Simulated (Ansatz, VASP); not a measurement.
One calculation of Te3W, two programs

INCAR

```
SYSTEM = Te3W
PREC = Accurate
ENCUT = 520
EDIFF = 1E-6
ISMEAR = -1
SIGMA = 0.15
LREAL = .False.
LASPH = .True.
NELM = 100
ALGO = Normal
ISIF = 2
LWAVE = .False.
LCHARG = .False.
GGA = PE
NBANDS = 24
```

Contents of KPOINTS:

```
regular mesh
0
Gamma
  8 8 8
  0 0 0
```

The input POSCAR:

```
Te3W
1.0
    5.3333517375      0.0000000000      0.0000000000
    0.0000000000      5.3333517375      0.0000000000
    0.0000000000      0.0000000000      5.3333517375
Te W
3 1
Direct
    0.0000000000      0.0000000000      0.5000000000
    0.0000000000      0.5000000000      0.0000000000
    0.5000000000      0.0000000000      0.0000000000
    0.0000000000      0.0000000000      0.0000000000
```

Input for Ansatz:

```yaml
crystal:
  lattice:
    - [5.3333517375, 0.0, 0.0]
    - [0.0, 5.3333517375, 0.0]
    - [0.0, 0.0, 5.3333517375]
  atoms:
    - { symbol: Te, position: [0.0, 0.0, 0.5] }
    - { symbol: Te, position: [0.0, 0.5, 0.0] }
    - { symbol: Te, position: [0.5, 0.0, 0.0] }
    - { symbol: W, position: [0.0, 0.0, 0.0] }
basis:
  ecutwfc: 420
kpoints:
  mp_grid: { grid: [8, 8, 8] }
hamiltonian:
  xc: pbe
scf:
  occupations: { method: fermi_dirac, width: 0.15 }
output:
  forces: true
  stress: true
  eigenvalues: true
```

Alike in both runs: task single point; functional PBE; k mesh 8 × 8 × 8; occupations fermi-dirac, width 0.15 eV; no spin polarisation.

```csv
,VASP,Ansatz
version,VASP 6.6.1,Ansatz 0.2.0
potentials or method,"VASP PAW PBE potentials, release 64 (Te, W_sv), cutoff 520 eV","scalar-relativistic, plane waves, PAW"
valence electrons in the cell,32,62
```

|  | VASP | Ansatz | Ansatz less VASP |
| --- | --- | --- | --- |
| gap on the k mesh at the Fermi level (eV) | none | none | - |
| pressure (GPa) | 1.1 | 1.1 | +0.02 |

A gap of «none» marks a metal or a gap that the smearing closes. With one functional, cell and mesh, what is left measures potentials, basis and numerics. VASP's potentials hold 32 valence electrons a cell and Ansatz's 62, so a difference there can come from the potentials and not from the codes.

Spin-orbit coupling is off throughout.
